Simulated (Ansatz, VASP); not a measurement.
**One calculation of CdTe, two programs**

```
Cd Te
1.0
     0.00000    3.20500    3.15693
     3.20500    0.00000    3.15693
     3.20500    3.20500    0.00000
Cd Te
1 1
Direct
  0.00000 0.00000 0.00000
  0.75000 0.75000 0.75000
```

Change from the starting cell: strain -0.0150 x Voigt [0, 0, 1, 0, 0, 0], atoms carried along.

Alike in both runs: task single point; functional PBE; k mesh 8 × 8 × 8; occupations gaussian, width 0.05 eV; no spin polarisation.

```csv
,VASP,Ansatz
version,VASP 6.6.1,Ansatz 0.2.0
potentials or method,"VASP PAW PBE potentials, release 64 (Cd, Te), cutoff 520 eV","scalar-relativistic, plane waves, PAW"
valence electrons in the cell,18,36
```

```csv
,VASP,Ansatz,Ansatz less VASP
gap on the k mesh at the Fermi level (eV),0.89,0.89,-0.001
least direct gap on the mesh (eV),0.89,0.89,-0.001
pressure (GPa),5.2,5.1,-0.16
"traceless stress, the component that is largest in VASP (GPa)",0.12,0.12,+0.001
```

VASP's potentials hold 18 valence electrons a cell and Ansatz's 36, so a difference there can come from the potentials and not from the codes.

Spin-orbit coupling is off throughout.
